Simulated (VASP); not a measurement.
# Ge (Fd-3m) in VASP: a series of runs

Ge is run at these levels: PBE; tasks: single point.

All numbers are computed with VASP 6.6.1; they aren't measurements. Logs are shortened: lines on timing, memory, paths and dates and some standing lists are left out, and cuts for length are marked.

## 1. The cell of the first run

Symmetry: Fd-3m, No. 227, cubic system. Conventional cell: a = 5.581 Å, b = 5.581 Å, c = 5.581 Å, α = 90.00°, β = 90.00°, γ = 90.00°. Ge (site symmetry -43m) has 4 Ge at 2.42 Å within 3.2 Å.

## 2. Single point, PBE (volume scaled by 0.96, then relaxed in part)

The input, INCAR:

```
SYSTEM = Ge
  PREC = Accurate
  ENCUT = 520
  EDIFF = 1E-6
  ISMEAR = -1
  SIGMA = 0.05
  LREAL = .FALSE.
  LASPH = .TRUE.
  NELM = 80
  ALGO = Normal
  ISIF = 2
  LWAVE = .FALSE.
  LCHARG = .FALSE.
  GGA = PE
  NBANDS = 21
```

The input, KPOINTS:

```
Automatic mesh
0
G
  14 14 14
  0 0 0
```

The input, POSCAR:

```
Ge
1.0
    0.0000000000      2.7904449757      2.7904449757
    2.7904449757      0.0000000000      2.7904449757
    2.7904449757      2.7904449757      0.0000000000
Ge
2
Direct
    0.0000000000      0.0000000000      0.0000000000
    0.2500000000      0.2500000000      0.2500000000
```

Potentials or basis: VASP PAW PBE potentials, release 64 (Ge_d).

The run is started by

```bash
cat potpaw_PBE.64/Ge_d/POTCAR > POTCAR
mpirun -np 1 vasp_std > vasp.out
```

OUTCAR:

```text
SYSTEM = Ge
   PREC = Accurate
   ENCUT = 520
   EDIFF = 1E-6
   ISMEAR = -1
   LREAL = .FALSE.
   LASPH = .TRUE.
   NELM = 80
   ISIF = 2
   GGA = PE

 ion  position               nearest neighbor table
   1  0.000  0.000  0.000-   2 2.42   2 2.42   2 2.42   2 2.42
   2  0.250  0.250  0.250-   1 2.42   1 2.42   1 2.42   1 2.42

  LATTYP: Found a face centered cubic cell.
 ALAT       =     5.5808899514

  Lattice vectors:

 A1 = (   0.0000000000,   2.7904449757,   2.7904449757)
 A2 = (   2.7904449757,   0.0000000000,   2.7904449757)
 A3 = (   2.7904449757,   2.7904449757,   0.0000000000)

Analysis of symmetry for initial positions (statically):
=====================================================================
 Subroutine PRICEL returns:
 Original cell was already a primitive cell.

 Routine SETGRP: Setting up the symmetry group for a
 face centered cubic supercell.

 Subroutine GETGRP returns: Found 48 space group operations
 (whereof 24 operations were pure point group operations)
 out of a pool of 48 trial point group operations.

The static configuration has the point symmetry T_d .
 The point group associated with its full space group is O_h .

Analysis of symmetry for dynamics (positions and initial velocities):
=====================================================================
 Subroutine PRICEL returns:
 Original cell was already a primitive cell.

 Routine SETGRP: Setting up the symmetry group for a
 face centered cubic supercell.

 Subroutine GETGRP returns: Found 48 space group operations
 (whereof 24 operations were pure point group operations)
 out of a pool of 48 trial point group operations.

The dynamic configuration has the point symmetry T_d .
 The point group associated with its full space group is O_h .

 Subroutine INISYM returns: Found 48 space group operations
 (whereof 24 operations are pure point group operations),
 and found     1 'primitive' translations

----------------------------------------------------------------------------------------

                                     Primitive cell

  volume of cell :      43.4561

  direct lattice vectors                    reciprocal lattice vectors
     0.000000000  2.790444976  2.790444976    -0.179182892  0.179182892  0.179182892
     2.790444976  0.000000000  2.790444976     0.179182892 -0.179182892  0.179182892
     2.790444976  2.790444976  0.000000000     0.179182892  0.179182892 -0.179182892
[... 73 lines left out ...]
   NGXF,Y,Z  is equivalent  to a cutoff of  25.28, 25.28, 25.28 a.u.
 SYSTEM =  Ge
   PREC   = accura    normal or accurate (medium, high low for compatibility)
   ISTART =      0    job   : 0-new  1-cont  2-samecut
   ICHARG =      2    charge: 1-file 2-atom 10-const
   ISPIN  =      1    spin polarized calculation?
   LNONCOLLINEAR =      F non collinear calculations
   LSORBIT =      F    spin-orbit coupling
   LASPH  =      T    aspherical Exc in radial PAW
   ENCUT  =  520.0 eV  38.22 Ry    6.18 a.u.   7.34  7.34  7.34*2*pi/ulx,y,z
   NELM   =     80;   NELMIN=  2; NELMDL= -5     # of ELM steps
   EDIFF  = 0.1E-05   stopping-criterion for ELM
   LREAL  =      F    real-space projection
[... 7 lines left out ...]
   TEBEG  =    0.0;   TEEND  =   0.0 temperature during run
   PSTRESS=    0.0 pullay stress
   NELECT =      28.0000    total number of electrons
   NUPDOWN=      -1.0000    fix difference up-down
   EMIN   =  10.00;   EMAX   =-10.00  energy-range for DOS
   EFERMI =   0.00;   METHOD = LEGACY
   ISMEAR =    -1;   SIGMA  =   0.05  broadening in eV -4-tet -1-fermi 0-gaus
   EFERMI_NEDOS =   21; number of points for ismear=-14 and -15
   IALGO  =     38    algorithm
   IMIX   =      4    mixing-type and parameters
     AMIX     =   0.40;   BMIX     =  1.00
     AMIX_MAG =   1.60;   BMIX_MAG =  1.00
  volume/ion in A,a.u.               =      21.73       146.63
  Fermi-wavevector in a.u.,A,eV,Ry     =   1.413983  2.672040 27.202762  1.999347
  Thomas-Fermi vector in A             =   2.535572
   LORBIT       =      0    0 simple, 1 ext, 2 COOP (PROOUT), +10 PAW based schemes
   GGA     = PE    functional components
   LHFCALC =     F    Hartree Fock is set to
   AEXX    =    0.0000 exact exchange contribution
   IVDW    =     0    specifies the selected vdW correction
   LEPSILON=     F    determine dielectric tensor
   LRPA    =     F    only Hartree local field effects (RPA)
 non-spin polarized calculation
  energy-cutoff  :      520.00
  volume of cell :       43.46
 maximum number of plane-waves:      1211
 NGX is ok and might be reduce to    30
   NGX = 15   NGY = 15   NGZ = 15

 number of electron      28.0000021 magnetization

 Free energy of the ion-electron system (eV)
  ---------------------------------------------------
  ext. energy  EPLUGINS =         0.00000000
  ---------------------------------------------------
  free energy    TOTEN  =        -8.94967822 eV

  energy without entropy =       -8.94957920  energy(sigma->0) =       -8.94962871

 E-fermi :   5.5473     XC(G=0): -10.1216

 val. band max:        5.4016545228   @ k =   0.0000   0.0000   0.0000
 cond. band min:       5.7152046978   @ k =   0.5000   0.0000   0.0000
 fundamental gap:      0.3135501749
 Fermi energy:         5.5473137210

 k-point     1 :       0.0000    0.0000    0.0000
  band No.  band energies     occupation
      1     -19.4768      2.00000
      2     -19.4768      2.00000
      3     -19.4768      2.00000
      4     -19.4372      2.00000
      5     -19.4372      2.00000
      6     -19.2035      2.00000
[... 565 lines left out ...]
     20      14.8875      0.00000
     21      15.3136      0.00000

 [... further k-points ...]

------------------------ aborting loop because EDIFF is reached ----------------------------------------

  FORCE on cell =-STRESS in cart. coord.  units (eV):
  Direction    XX          YY          ZZ          XY          YZ          ZX
  --------------------------------------------------------------------------------------
  -------------------------------------------------------------------------------------
  Total        1.8977786      1.8977786      1.8977786      0.0000000      0.0000000      0.0000000
  in kB       69.9690104     69.9690104     69.9690104      0.0000000      0.0000000      0.0000000
  external PRESSURE =      69.9690104 kB  Pullay stress =       0.0000000 kB

 VOLUME and BASIS-vectors are now :
 -----------------------------------------------------------------------------
  energy-cutoff  :      520.00
  volume of cell :       43.46
      direct lattice vectors                 reciprocal lattice vectors
     0.000000000  2.790444976  2.790444976    -0.179182892  0.179182892  0.179182892
     2.790444976  0.000000000  2.790444976     0.179182892 -0.179182892  0.179182892
     2.790444976  2.790444976  0.000000000     0.179182892  0.179182892 -0.179182892

 POSITION                                       TOTAL-FORCE (eV/Angst)
 -----------------------------------------------------------------------------------
      0.00000      0.00000      0.00000         0.000000      0.000000      0.000000
      1.39522      1.39522      1.39522        -0.000000     -0.000000     -0.000000
 -----------------------------------------------------------------------------------
    total drift:                                0.000000     -0.000000      0.000000

  FREE ENERGIE OF THE ION-ELECTRON SYSTEM (eV)
  ---------------------------------------------------
  free  energy   TOTEN  =        -8.9496782247 eV

  energy  without entropy=       -8.9495791980  energy(sigma->0) =       -8.94962871
```

OSZICAR:

```text
N       E                     dE             d eps       ncg     rms          rms(c)
DAV:   1     0.188656351509E+03    0.18866E+03   -0.14534E+04  4897   0.370E+03
DAV:   2     0.182360087182E+02   -0.17042E+03   -0.16464E+03  4388   0.620E+02
DAV:   3    -0.817219232224E+01   -0.26408E+02   -0.26212E+02  4948   0.142E+02
DAV:   4    -0.903646407237E+01   -0.86427E+00   -0.86381E+00  4983   0.302E+01
DAV:   5    -0.905051580397E+01   -0.14052E-01   -0.14051E-01  4936   0.421E+00    0.338E+00
DAV:   6    -0.898278792804E+01    0.67728E-01   -0.23677E-02  4990   0.138E+00    0.200E+00
DAV:   7    -0.894779444910E+01    0.34993E-01   -0.53681E-02  5098   0.196E+00    0.149E-01
DAV:   8    -0.894952748127E+01   -0.17330E-02   -0.59063E-03  4833   0.870E-01    0.440E-02
DAV:   9    -0.894966612925E+01   -0.13865E-03   -0.20204E-04  5048   0.180E-01    0.152E-02
DAV:  10    -0.894967669256E+01   -0.10563E-04   -0.27195E-05  5132   0.662E-02    0.649E-03
DAV:  11    -0.894967809360E+01   -0.14010E-05   -0.47278E-06  4587   0.325E-02    0.168E-03
DAV:  12    -0.894967822466E+01   -0.13106E-06   -0.18311E-07  3128   0.482E-03
   1 F= -.89496782E+01 E0= -.89496287E+01  d E =-.990267E-04
```

stdout:

```text
POSCAR found type information on POSCAR Ge
 POSCAR found :  1 types and       2 ions
 scaLAPACK will be used
 LDA part: xc-table for (Slater+PW92), standard interpolation
 POSCAR, INCAR and KPOINTS ok, starting setup
 FFT: planning ... GRIDC
 FFT: planning ... GRID_SOFT
 FFT: planning ... GRID
 WAVECAR not read
 entering main loop
```

Run time: 57 s. Hardware: 1 thread of Intel Xeon Platinum 8559C (Emerald Rapids), shared host; peak memory 0.21 GiB.

What came out:

| Quantity | Value |
| --- | --- |
| Free energy | -8.9497 eV |
| Pressure | 7.0 GPa |
| Band gap on the k mesh | 0.31 eV, indirect (least direct gap 0.42 eV) |

Caveat: the cell differs from its parent crystal (volume scaled by 0.96, then relaxed in part).

## 3. Single point, PBE

This run uses another cell than the first one, of 22.63 Å³/atom, 1.042 times its volume.

The input, INCAR:

```
ALGO = Normal ; EDIFF = 1E-6
ENCUT = 520 ; GGA = PE
ISIF = 2 ; ISMEAR = -1
LASPH = T ; LCHARG = F
LREAL = F ; LWAVE = F
NBANDS = 21 ; NELM = 60
PREC = Accurate ; SIGMA = 0.05
```

The input, KPOINTS:

```
k-points
0
Gamma
  14 14 14
```

The input, POSCAR:

```
Ge
1.0
    0.0000000000      2.8286750000      2.8286750000
    2.8286750000      0.0000000000      2.8286750000
    2.8286750000      2.8286750000      0.0000000000
Ge
2
Direct
    0.0000000000      0.0000000000      0.0000000000
    0.2500000000      0.2500000000      0.2500000000
```

Potentials or basis: VASP PAW PBE potentials, release 64 (Ge_d).

The run is started by

```bash
cat potpaw_PBE.64/Ge_d/POTCAR > POTCAR
mpirun -np 1 vasp_std > vasp.out
```

It took 52 s on 1 thread of Intel Xeon Platinum 8559C (Emerald Rapids), shared host; peak memory 0.21 GiB.

Results (log left out):

| Property | Result |
| --- | --- |
| Free energy | -9.0095 eV |
| Pressure | 3.6 GPa |

Levels at points of the mesh, in eV from the Fermi level:
| k point | band 12 | band 13 | band 14 | band 15 | band 16 | band 17 |
| --- | --- | --- | --- | --- | --- | --- |
| (0.00, 0.00, 0.00) | -0.07 | -0.07 | -0.07 | -0.03 | 2.49 | 2.49 |
| (0.50, 0.00, 0.00) | -7.66 | -1.47 | -1.47 | 0.12 | 3.68 | 3.68 |
| (0.50, 0.50, 0.00) | -8.95 | -3.14 | -3.14 | 0.69 | 0.69 | 9.45 |
